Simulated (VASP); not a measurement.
# Au (P-1) in VASP: a series of runs, part 2 of 2

VASP 6.6.1. The steps go on from the part before.

## 5. Single point, LDA (volume scaled by 1.04)

Input file INCAR:

```
ALGO = Fast
EDIFF = 1E-7
ENCUT = 520
ISIF = 2
ISMEAR = -1
LASPH = T
LCHARG = F
LREAL = F
LWAVE = F
NBANDS = 18
NELM = 80
PREC = Accurate
SIGMA = 0.05
```

Input file KPOINTS:

```
k-points
0
Gamma
  10 10 6
```

Input file POSCAR:

```
Au
1.0
    2.8525392154      0.0000000000      0.0000000000
   -0.0131258315      2.8572914708      0.0000000000
   -1.1528656209     -1.2010102618      4.9888111224
Au
2
Direct
    0.6728620000      0.6659620000      0.2740550000
    0.3271380000      0.3340380000      0.7259450000
```

Potentials or basis: VASP PAW LDA potentials, release 64 (Au).

Launch:

```console
> cat potpaw_LDA.64/Au/POTCAR > POTCAR
> mpirun -np 1 vasp_std > vasp.out
```

OUTCAR:

```text
EDIFF = 1E-7
   ENCUT = 520
   ISIF = 2
   ISMEAR = -1
   LASPH = T
   LREAL = F
   NELM = 80
   PREC = Accurate

 ion  position               nearest neighbor table
   1  0.673  0.666  0.274-   2 2.77   2 2.96   2 3.02   2 3.04   2 3.09
   2  0.327  0.334  0.726-   1 2.77   1 2.96   1 3.02   1 3.04   1 3.09

  LATTYP: Found a triclinic cell.
 ALAT       =     2.8525392154
 B/A-ratio  =     1.4186468224
 C/A-ratio  =     2.8424930260
 COS(alpha) =     0.0022337933
 COS(beta)  =     0.5581870929
 COS(gamma) =     0.7081406305

  Lattice vectors:

 A1 = (  -2.8525392154,   0.0000000000,   0.0000000000)
 A2 = (  -2.8656650469,   2.8572914708,   0.0000000000)
 A3 = (  -4.5259611469,  -4.5135726798,  -4.9888111224)

Analysis of symmetry for initial positions (statically):
=====================================================================
 Subroutine PRICEL returns:
 Original cell was already a primitive cell.

 Routine SETGRP: Setting up the symmetry group for a
 triclinic supercell.

 Subroutine GETGRP returns: Found  2 space group operations
 (whereof  2 operations were pure point group operations)
 out of a pool of  2 trial point group operations.

The static configuration has the point symmetry S_2 .

Analysis of symmetry for dynamics (positions and initial velocities):
=====================================================================
 Subroutine PRICEL returns:
 Original cell was already a primitive cell.

 Routine SETGRP: Setting up the symmetry group for a
 triclinic supercell.

 Subroutine GETGRP returns: Found  2 space group operations
 (whereof  2 operations were pure point group operations)
 out of a pool of  2 trial point group operations.

The dynamic configuration has the point symmetry S_2 .

 Subroutine INISYM returns: Found  2 space group operations
 (whereof  2 operations are pure point group operations),
 and found     1 'primitive' translations

----------------------------------------------------------------------------------------

                                     Primitive cell

  volume of cell :      40.6615

  direct lattice vectors                    reciprocal lattice vectors
     2.852539215  0.000000000  0.000000000     0.350564856  0.001610426  0.081399816
    -0.013125832  2.857291471  0.000000000     0.000000000  0.349981796  0.084254889
    -1.152865621 -1.201010262  4.988811122     0.000000000  0.000000000  0.200448559

  length of vectors
     2.852539215  2.857321619  5.259254814     0.359894765  0.359980755  0.200448559

  position of ions in fractional coordinates (direct lattice)
     0.672862000  0.665962000  0.274055000
     0.327138000  0.334038000  0.725945000

  ion indices of the primitive-cell ions
   primitive index   ion index
                 1           1
                 2           2

----------------------------------------------------------------------------------------

 KPOINTS: k-points

Automatic generation of k-mesh.
 Grid dimensions read from file:
 generate k-points for:   10   10    6

 Generating k-lattice:

  Cartesian coordinates                     Fractional coordinates (reciprocal lattice)
     0.035056486  0.000161043  0.008139982     0.100000000  0.000000000  0.000000000
     0.000000000  0.034998180  0.008425489     0.000000000  0.100000000 -0.000000000
     0.000000000  0.000000000  0.033408093     0.000000000  0.000000000  0.166666667

  Length of vectors
     0.035989477  0.035998075  0.033408093

  Shift w.r.t. Gamma in fractional coordinates (k-lattice)
     0.000000000  0.000000000  0.000000000

 Subroutine IBZKPT returns following result:
 ===========================================

 Found    304 irreducible k-points:

 Following reciprocal coordinates:
            Coordinates               Weight
  0.000000  0.000000  0.000000      1.000000
  0.100000  0.000000  0.000000      2.000000
  0.200000  0.000000  0.000000      2.000000
  0.300000 -0.000000  0.000000      2.000000
  0.400000 -0.000000  0.000000      2.000000
  0.500000  0.000000 -0.000000      1.000000
[... 16 lines left out ...]
 -0.400000  0.200000  0.000000      2.000000
 -0.300000  0.200000  0.000000      2.000000
 [... further k-points ...]
   k-points           NKPTS =    304   k-points in BZ     NKDIM =    304   number of bands    NBANDS=     18
   number of dos      NEDOS =    301   number of ions     NIONS =      2
   total plane-waves  NPLWV =  23040
   dimension x,y,z NGX =    24 NGY =   24 NGZ =   40
   dimension x,y,z NGXF=    48 NGYF=   48 NGZF=   80
   ions per type =               2
   NGX,Y,Z   is equivalent  to a cutoff of  13.99, 13.96, 12.64 a.u.
   NGXF,Y,Z  is equivalent  to a cutoff of  27.97, 27.93, 25.29 a.u.
 SYSTEM =  unknown system
   PREC   = accura    normal or accurate (medium, high low for compatibility)
   ISTART =      0    job   : 0-new  1-cont  2-samecut
   ICHARG =      2    charge: 1-file 2-atom 10-const
   ISPIN  =      1    spin polarized calculation?
   LNONCOLLINEAR =      F non collinear calculations
   LSORBIT =      F    spin-orbit coupling
   LASPH  =      T    aspherical Exc in radial PAW
   ENCUT  =  520.0 eV  38.22 Ry    6.18 a.u.   5.30  5.31  9.78*2*pi/ulx,y,z
   NELM   =     80;   NELMIN=  2; NELMDL= -5     # of ELM steps
   EDIFF  = 0.1E-06   stopping-criterion for ELM
   LREAL  =      F    real-space projection
   EDIFFG = 0.1E-05   stopping-criterion for IOM
   NSW    =      0    number of steps for IOM
   IBRION =     -1    ionic relax: 0-MD 1-quasi-New 2-CG
   NFREE  =      0    steps in history (QN), initial steepest desc. (CG)
   ISIF   =      2    stress and relaxation
   ISYM   =      2    0-nonsym 1-usesym 2-fastsym
   POTIM  = 0.5000    time-step for ionic-motion
   TEBEG  =    0.0;   TEEND  =   0.0 temperature during run
   PSTRESS=    0.0 pullay stress
   NELECT =      22.0000    total number of electrons
   NUPDOWN=      -1.0000    fix difference up-down
   EMIN   =  10.00;   EMAX   =-10.00  energy-range for DOS
   EFERMI =   0.00;   METHOD = LEGACY
   ISMEAR =    -1;   SIGMA  =   0.05  broadening in eV -4-tet -1-fermi 0-gaus
   EFERMI_NEDOS =   21; number of points for ismear=-14 and -15
   IALGO  =     68    algorithm
   IMIX   =      4    mixing-type and parameters
     AMIX     =   0.40;   BMIX     =  1.00
     AMIX_MAG =   1.60;   BMIX_MAG =  1.00
  volume/ion in A,a.u.               =      20.33       137.20
  Fermi-wavevector in a.u.,A,eV,Ry     =   1.333996  2.520888 24.212198  1.779546
  Thomas-Fermi vector in A             =   2.462812
   LORBIT       =      0    0 simple, 1 ext, 2 COOP (PROOUT), +10 PAW based schemes
   GGA     = CA    functional components
   LHFCALC =     F    Hartree Fock is set to
   AEXX    =    0.0000 exact exchange contribution
   IVDW    =     0    specifies the selected vdW correction
   LEPSILON=     F    determine dielectric tensor
   LRPA    =     F    only Hartree local field effects (RPA)
 non-spin polarized calculation
 RMM-DIIS sequential band-by-band and
  energy-cutoff  :      520.00
  volume of cell :       40.66
 maximum number of plane-waves:      1110
 NGX is ok and might be reduce to    24
   NGX = 11   NGY = 11   NGZ = 19

 number of electron      22.0000001 magnetization

 Free energy of the ion-electron system (eV)
  ---------------------------------------------------
  ext. energy  EPLUGINS =         0.00000000
  ---------------------------------------------------
  free energy    TOTEN  =        -8.34353532 eV

  energy without entropy =       -8.33985418  energy(sigma->0) =       -8.34169475

 E-fermi :   6.4101     XC(G=0): -11.9020

 val. band max:        6.4058204575   @ k =   0.3000   0.4000   0.0000
 cond. band min:       6.4434974040   @ k =  -0.4000   0.3000   0.3333
 fundamental gap:      0.0376769465
 Fermi energy:         6.4101422784

 k-point     1 :       0.0000    0.0000    0.0000
  band No.  band energies     occupation
      1      -1.7384      2.00000
      2       0.6790      2.00000
      3       0.9811      2.00000
      4       1.4680      2.00000
      5       1.9974      2.00000
      6       3.6578      2.00000
[... 10 lines left out ...]
     17      21.8588      0.00000
     18      23.8136      0.00000
[... 463 lines left out ...]
 k-point    24 :      -0.3000    0.2000    0.0000
  band No.  band energies     occupation
      1       0.5164      2.00000
      2       1.8761      2.00000
      3       1.9322      2.00000
      4       2.2423      2.00000
      5       2.4684      2.00000
      6       2.8940      2.00000
[... 10 lines left out ...]
     17      18.6884      0.00000
     18      23.2010      0.00000

 [... further k-points ...]

------------------------ aborting loop because EDIFF is reached ----------------------------------------

  FORCE on cell =-STRESS in cart. coord.  units (eV):
  Direction    XX          YY          ZZ          XY          YZ          ZX
  --------------------------------------------------------------------------------------
  -------------------------------------------------------------------------------------
  Total       -3.8842784     -3.9204294     -3.4517767      0.0446709     -0.0006089      0.0070748
  in kB     -153.0515374   -154.4759914   -136.0097512      1.7601577     -0.0239907      0.2787673
  external PRESSURE =    -147.8457600 kB  Pullay stress =       0.0000000 kB

 VOLUME and BASIS-vectors are now :
 -----------------------------------------------------------------------------
  energy-cutoff  :      520.00
  volume of cell :       40.66
      direct lattice vectors                 reciprocal lattice vectors
     2.852539215  0.000000000  0.000000000     0.350564856  0.001610426  0.081399816
    -0.013125832  2.857291471  0.000000000     0.000000000  0.349981796  0.084254889
    -1.152865621 -1.201010262  4.988811122     0.000000000  0.000000000  0.200448559

 POSITION                                       TOTAL-FORCE (eV/Angst)
 -----------------------------------------------------------------------------------
      1.59468      1.57370      1.36721         0.006294      0.004193      0.191045
      0.09187      0.08258      3.62160        -0.006294     -0.004193     -0.191045
 -----------------------------------------------------------------------------------
    total drift:                                0.000000     -0.000000      0.000000

  FREE ENERGIE OF THE ION-ELECTRON SYSTEM (eV)
  ---------------------------------------------------
  free  energy   TOTEN  =        -8.3435353175 eV

  energy  without entropy=       -8.3398541845  energy(sigma->0) =       -8.34169475
```

It took 1.9 min on 1 thread of Intel Xeon Platinum 8375C at 2.90GHz (Ice Lake), shared host; peak memory 0.28 GiB.

Results:

| Quantity | Value |
| --- | --- |
| Free energy | -8.3435 eV |
| Pressure | -14.8 GPa |
| Largest force | 0.191 eV/Å |
| Band gap on the k mesh | zero (band 11 reaches 9.76 eV, above the bottom of band 12 at 4.81 eV) |

Forces on the atoms (eV/Å):
```
Au   0.006  0.004  0.191
Au  -0.006 -0.004 -0.191
```

Caveat: spin-orbit coupling is left out, which moves the levels of the heavy elements.

## 6. Summary

```tsv
cell	further INCAR settings	gap on the mesh (eV)	pressure (GPa)	largest force (eV/Å)
a = 2.797, b = 2.801, c = 5.156 Å, angles 103.1, 102.7, 90.3°, 2 atoms	ALGO = Fast; EDIFF = 1e-06; NBANDS = 18	none	-9.4	0.14
a = 2.815, b = 2.820, c = 5.191 Å, angles 103.1, 102.7, 90.3°, 2 atoms	ALGO = Fast; EDIFF = 1e-06; NBANDS = 18	none	-11.5	0.16
a = 2.834, b = 2.839, c = 5.225 Å, angles 103.1, 102.7, 90.3°, 2 atoms	ALGO = Fast; EDIFF = 1e-06; NBANDS = 18	none	-13.2	0.18
a = 2.853, b = 2.857, c = 5.259 Å, angles 103.1, 102.7, 90.3°, 2 atoms	ALGO = Fast; EDIFF = 1e-07; NBANDS = 18	none	-14.8	0.19
```

Alike in all rows: task single point; level LDA; potentials or basis VASP PAW LDA potentials, release 64 (Au); no spin polarisation; k mesh 10 × 10 × 6; cutoff (eV) 520; smearing fermi-dirac 0.05 eV.

Caveats: spin-orbit coupling is left out, which moves the levels of the heavy elements.

Total energies depend on the potentials used, so only differences within one code and one set of settings carry meaning.
